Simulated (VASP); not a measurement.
# SiC (P6_3mc) in VASP: further runs, part 2 of 2

VASP 6.6.1.

## 3. Relaxation of the atoms, PBE

INCAR reads:

```
PREC = Accurate
ENCUT = 520
EDIFF = 1E-6
ISMEAR = -1
SIGMA = 0.02
LREAL = F
LASPH = T
NELM = 100
ALGO = Normal
ISIF = 2
LWAVE = F
LCHARG = F
GGA = PE
IBRION = 2
NSW = 80
EDIFFG = -0.02
```

KPOINTS reads:

```
regular mesh
0
Gamma
  10 10 6
```

POSCAR reads:

```
SiC
1.0
    3.0760000000      0.0000000000      0.0000000000
   -1.5380000000      2.6638941420      0.0000000000
    0.0000000000      0.0000000000      5.0480000000
Si C
2 2
Direct
    0.3333333333      0.6666666667      0.0000000000
    0.6666666667      0.3333333333      0.5000000000
    0.3333333333      0.6666666667      0.3850000000
    0.6666666667      0.3333333333      0.8850000000
```

Potentials or basis: VASP PAW PBE potentials, release 64 (Si, C).

Launch:

```
cat potpaw_PBE.64/Si/POTCAR potpaw_PBE.64/C/POTCAR > POTCAR
mpirun -np 1 vasp_std > vasp.out
```

OUTCAR:

```text
PREC = Accurate
   ENCUT = 520
   EDIFF = 1E-6
   ISMEAR = -1
   LREAL = F
   LASPH = T
   NELM = 100
   ISIF = 2
   GGA = PE
   IBRION = 2
   NSW = 80
   EDIFFG = -0.02

 ion  position               nearest neighbor table
   1  0.333  0.667  0.000-   4 1.87   4 1.87   4 1.87   3 1.94   2 3.09   2 3.09   2 3.09   2 3.09
                             2 3.09   2 3.09
   2  0.667  0.333  0.500-   3 1.87   3 1.87   3 1.87   4 1.94   1 3.09   1 3.09   1 3.09   1 3.09
                             1 3.09   1 3.09
   3  0.333  0.667  0.385-   2 1.87   2 1.87   2 1.87   1 1.94
   4  0.667  0.333  0.885-   1 1.87   1 1.87   1 1.87   2 1.94

  LATTYP: Found a hexagonal cell.
 ALAT       =     3.0760000000
 C/A-ratio  =     1.6410923277

  Lattice vectors:

 A1 = (   3.0760000000,   0.0000000000,   0.0000000000)
 A2 = (  -1.5380000000,   2.6638941420,   0.0000000000)
 A3 = (   0.0000000000,   0.0000000000,   5.0480000000)

Analysis of symmetry for initial positions (statically):
=====================================================================
 Subroutine PRICEL returns:
 Original cell was already a primitive cell.

 Routine SETGRP: Setting up the symmetry group for a
 hexagonal supercell.

 Subroutine GETGRP returns: Found 12 space group operations
 (whereof  6 operations were pure point group operations)
 out of a pool of 24 trial point group operations.

The static configuration has the point symmetry C_3v.
 The point group associated with its full space group is C_6v.

Analysis of symmetry for dynamics (positions and initial velocities):
=====================================================================
 Subroutine PRICEL returns:
 Original cell was already a primitive cell.

 Routine SETGRP: Setting up the symmetry group for a
 hexagonal supercell.

 Subroutine GETGRP returns: Found 12 space group operations
 (whereof  6 operations were pure point group operations)
 out of a pool of 24 trial point group operations.

The dynamic configuration has the point symmetry C_3v.
 The point group associated with its full space group is C_6v.

 Subroutine INISYM returns: Found 12 space group operations
 (whereof  6 operations are pure point group operations),
 and found     1 'primitive' translations

----------------------------------------------------------------------------------------

                                     Primitive cell

  volume of cell :      41.3640

  direct lattice vectors                    reciprocal lattice vectors
     3.076000000  0.000000000  0.000000000     0.325097529  0.187695146  0.000000000
    -1.538000000  2.663894142  0.000000000     0.000000000  0.375390292  0.000000000
     0.000000000  0.000000000  5.048000000     0.000000000  0.000000000  0.198098257

  length of vectors
     3.076000000  3.076000000  5.048000000     0.375390292  0.375390292  0.198098257

  position of ions in fractional coordinates (direct lattice)
     0.333333333  0.666666667  0.000000000
     0.666666667  0.333333333  0.500000000
     0.333333333  0.666666667  0.385000000
     0.666666667  0.333333333  0.885000000

  ion indices of the primitive-cell ions
   primitive index   ion index
                 1           1
                 2           2
                 3           3
[... 59 lines left out ...]
   dimension x,y,z NGXF=    48 NGYF=   48 NGZF=   80
   ions per type =               2   2
   NGX,Y,Z   is equivalent  to a cutoff of  12.97, 12.97, 13.17 a.u.
   NGXF,Y,Z  is equivalent  to a cutoff of  25.94, 25.94, 26.35 a.u.
 SYSTEM =  unknown system
   PREC   = accura    normal or accurate (medium, high low for compatibility)
   ISTART =      0    job   : 0-new  1-cont  2-samecut
   ICHARG =      2    charge: 1-file 2-atom 10-const
   ISPIN  =      1    spin polarized calculation?
   LNONCOLLINEAR =      F non collinear calculations
   LSORBIT =      F    spin-orbit coupling
   LASPH  =      T    aspherical Exc in radial PAW
   ENCUT  =  520.0 eV  38.22 Ry    6.18 a.u.   5.72  5.72  9.39*2*pi/ulx,y,z
   NELM   =    100;   NELMIN=  2; NELMDL= -5     # of ELM steps
   EDIFF  = 0.1E-05   stopping-criterion for ELM
   LREAL  =      F    real-space projection
   EDIFFG = -.2E-01   stopping-criterion for IOM
   NSW    =     80    number of steps for IOM
   IBRION =      2    ionic relax: 0-MD 1-quasi-New 2-CG
   NFREE  =      1    steps in history (QN), initial steepest desc. (CG)
   ISIF   =      2    stress and relaxation
   ISYM   =      2    0-nonsym 1-usesym 2-fastsym
   POTIM  = 0.5000    time-step for ionic-motion
   TEBEG  =    0.0;   TEEND  =   0.0 temperature during run
   PSTRESS=    0.0 pullay stress
   NELECT =      16.0000    total number of electrons
   NUPDOWN=      -1.0000    fix difference up-down
   EMIN   =  10.00;   EMAX   =-10.00  energy-range for DOS
   EFERMI =   0.00;   METHOD = LEGACY
   ISMEAR =    -1;   SIGMA  =   0.02  broadening in eV -4-tet -1-fermi 0-gaus
   EFERMI_NEDOS =   21; number of points for ismear=-14 and -15
   IALGO  =     38    algorithm
   IMIX   =      4    mixing-type and parameters
     AMIX     =   0.40;   BMIX     =  1.00
     AMIX_MAG =   1.60;   BMIX_MAG =  1.00
  volume/ion in A,a.u.               =      10.34        69.78
  Fermi-wavevector in a.u.,A,eV,Ry     =   1.192817  2.254098 19.358549  1.422813
  Thomas-Fermi vector in A             =   2.328847
   LORBIT       =      0    0 simple, 1 ext, 2 COOP (PROOUT), +10 PAW based schemes
   GGA     = PE    functional components
   LHFCALC =     F    Hartree Fock is set to
   AEXX    =    0.0000 exact exchange contribution
   IVDW    =     0    specifies the selected vdW correction
   LEPSILON=     F    determine dielectric tensor
   LRPA    =     F    only Hartree local field effects (RPA)
 conjugate gradient relaxation of ions
 non-spin polarized calculation
  energy-cutoff  :      520.00
  volume of cell :       41.36
 maximum number of plane-waves:      1132
 NGX is ok and might be reduce to    24
   NGX = 11   NGY = 11   NGZ = 19

--------------------------------------- Ionic step        1  -------------------------------------------

 number of electron      16.0000000 magnetization

 Free energy of the ion-electron system (eV)
  ---------------------------------------------------
  ext. energy  EPLUGINS =         0.00000000
  ---------------------------------------------------
  free energy    TOTEN  =       -30.06717174 eV

  energy without entropy =      -30.06717174  energy(sigma->0) =      -30.06717174

------------------------ aborting loop because EDIFF is reached ----------------------------------------

  FORCE on cell =-STRESS in cart. coord.  units (eV):
  Direction    XX          YY          ZZ          XY          YZ          ZX
  --------------------------------------------------------------------------------------
  -------------------------------------------------------------------------------------
  Total        1.3565167      1.3565167      0.1065463      0.0000000      0.0000000      0.0000000
  in kB       52.5427859     52.5427859      4.1269228      0.0000000      0.0000000      0.0000000
  external PRESSURE =      36.4041648 kB  Pullay stress =       0.0000000 kB
[... 63 lines left out ...]
--------------------------------------- Ionic step        3  -------------------------------------------

 number of electron      15.9999999 magnetization

 Free energy of the ion-electron system (eV)
  ---------------------------------------------------
  ext. energy  EPLUGINS =         0.00000000
  ---------------------------------------------------
  free energy    TOTEN  =       -30.10334065 eV

  energy without entropy =      -30.10334065  energy(sigma->0) =      -30.10334065

 E-fermi :   8.7065     XC(G=0): -11.3502

 val. band max:        8.2598867837   @ k =   0.0000   0.0000   0.0000
 cond. band min:      10.6899680351   @ k =   0.3000   0.3000   0.0000
 fundamental gap:      2.4300812513
 Fermi energy:         8.7064526629

 k-point     1 :       0.0000    0.0000    0.0000
  band No.  band energies     occupation
      1      -7.3095      2.00000
      2      -3.7424      2.00000
      3      -0.4381      2.00000
      4       6.9428      2.00000
      5       6.9428      2.00000
      6       8.1480      2.00000
      7       8.2599      2.00000
      8       8.2599      2.00000
      9      13.0630      0.00000
     10      14.4699      0.00000
     11      14.9251      0.00000
     12      14.9251      0.00000
[... 331 lines left out ...]
 k-point    24 :       0.4000    0.1000    0.1667
  band No.  band energies     occupation
      1      -4.0101      2.00000
      2      -2.4024      2.00000
      3       0.2416      2.00000
      4       1.8164      2.00000
      5       3.3702      2.00000
      6       4.4308      2.00000
      7       5.6600      2.00000
      8       6.3075      2.00000
      9      11.9790      0.00000
     10      12.2602      0.00000
     11      15.2490      0.00000
     12      15.7439      0.00000

 [... further k-points ...]
[... 5 lines left out ...]
  --------------------------------------------------------------------------------------
  -------------------------------------------------------------------------------------
  Total        0.8737286      0.8737286      0.8571643      0.0000000      0.0000000      0.0000000
  in kB       33.8426612     33.8426612     33.2010633      0.0000000      0.0000000      0.0000000
  external PRESSURE =      33.6287953 kB  Pullay stress =       0.0000000 kB
[... 19 lines left out ...]
  FREE ENERGIE OF THE ION-ELECTRON SYSTEM (eV)
  ---------------------------------------------------
  free  energy   TOTEN  =       -30.1033406519 eV

  energy  without entropy=      -30.1033406519  energy(sigma->0) =      -30.10334065

 reached required accuracy - stopping structural energy minimisation
```

OSZICAR:

```text
N       E                     dE             d eps       ncg     rms          rms(c)
DAV:   1     0.343438717976E+02    0.34344E+02   -0.74005E+03  1344   0.119E+03
DAV:   2    -0.308287067970E+02   -0.65173E+02   -0.59594E+02  2004   0.183E+02
DAV:   3    -0.337776011278E+02   -0.29489E+01   -0.29342E+01  1752   0.394E+01
[... 22 lines left out ...]
DAV:   1    -0.301034501437E+02   -0.12962E-01   -0.96575E-01  1376   0.872E+00    0.271E-01
DAV:   2    -0.301038918375E+02   -0.44169E-03   -0.14896E-02  1740   0.102E+00    0.137E-01
DAV:   3    -0.301033289139E+02    0.56292E-03   -0.96662E-04  1592   0.298E-01    0.395E-02
DAV:   4    -0.301033405482E+02   -0.11634E-04   -0.34425E-04  1692   0.134E-01    0.230E-02
DAV:   5    -0.301033403850E+02    0.16322E-06   -0.13600E-05  1556   0.331E-02    0.136E-02
DAV:   6    -0.301033406519E+02   -0.26691E-06   -0.86797E-07   944   0.919E-03
   3 F= -.30103341E+02 E0= -.30103341E+02  d E =-.361689E-01
```

Run time: 26 s. Hardware: 1 thread of Intel Xeon Platinum 8488C (Sapphire Rapids), shared host; peak memory 0.16 GiB.

What came out:

```yaml
Free_energy: -30.1033 eV
Energy_gained_by_relaxing: 9.0 meV/atom
Ionic_steps: 3
Pressure_after_relaxing: 3.4 GPa
Band_gap_on_the_k_mesh: 2.43 eV (least direct gap 3.97 eV)
```

Step by step:
| step | energy change (eV) | largest force (eV/Å) | pressure (GPa) |
| --- | --- | --- | --- |
| 1 | 0.0000 | 0.7526 | 3.64 |
| 2 | -0.0233 | 0.4994 | 3.41 |
| 3 | -0.0362 | 0.0008 | 3.36 |

Final structure:
```
Si C
1.0
     3.07600    0.00000    0.00000
    -1.53800    2.66389    0.00000
     0.00000    0.00000    5.04800
Si C
2 2
Direct
  0.33333 0.66667 0.00459
  0.66667 0.33333 0.50459
  0.33333 0.66667 0.38041
  0.66667 0.33333 0.88041
```

Levels at points of the mesh, in eV from the valence-band top:
| k point | band 5 | band 6 | band 7 | band 8 | band 9 | band 10 | band 11 | band 12 |
| --- | --- | --- | --- | --- | --- | --- | --- | --- |
| (0.00, 0.00, 0.00) | -1.32 | -0.11 | 0.00 | 0.00 | 4.80 | 6.21 | 6.67 | 6.67 |
| (0.50, 0.00, 0.00) | -5.43 | -3.32 | -3.29 | -1.19 | 2.78 | 4.22 | 6.88 | 7.13 |
| (0.00, 0.00, 0.50) | -0.71 | -0.71 | -0.71 | -0.71 | 5.90 | 5.90 | 7.35 | 7.35 |
| (0.50, 0.00, 0.50) | -2.44 | -2.44 | -2.33 | -2.33 | 3.29 | 3.29 | 5.26 | 5.26 |

A k mesh can miss the band edges. Expect the measured gap to be larger: semilocal functionals such as PBE lack the derivative discontinuity.
